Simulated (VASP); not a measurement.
A run of VASP 6.6.1 is set up as follows.

File INCAR:

```
  PREC = Accurate
  ENCUT = 520
  EDIFF = 1E-7
  ISMEAR = -1
  SIGMA = 0.08
  LREAL = F
  LASPH = T
  NELM = 100
  ALGO = Normal
  ISIF = 2
  LWAVE = F
  LCHARG = F
  GGA = PE
  NBANDS = 16
```

Contents of KPOINTS:

```
regular mesh
0
Gamma
  11 11 11
```

POSCAR

```
SiW
1.0
    0.0000000000      2.2161142538      2.2161142538
    2.2161142538      0.0000000000      2.2161142538
    2.2161142538      2.2161142538      0.0000000000
W Si
1 1
Direct
    0.0000000000      0.0000000000      0.0000000000
    0.2500000000      0.2500000000      0.2500000000
```

Potentials or basis: VASP PAW PBE potentials, release 64 (W_sv, Si).

The run is started by

```bash
$ cat potpaw_PBE.64/W_sv/POTCAR potpaw_PBE.64/Si/POTCAR > POTCAR
$ mpirun -np 1 vasp_std > vasp.out
```

Problem. Predict the pressure.

Solution. 276.3 GPa.

Problem. Estimate the band gap on the k mesh.

Solution. Zero (band 9 reaches 15.11 eV, above the bottom of band 10 at 13.09 eV).

Caveat: spin-orbit coupling is left out, which moves the levels of the heavy elements.
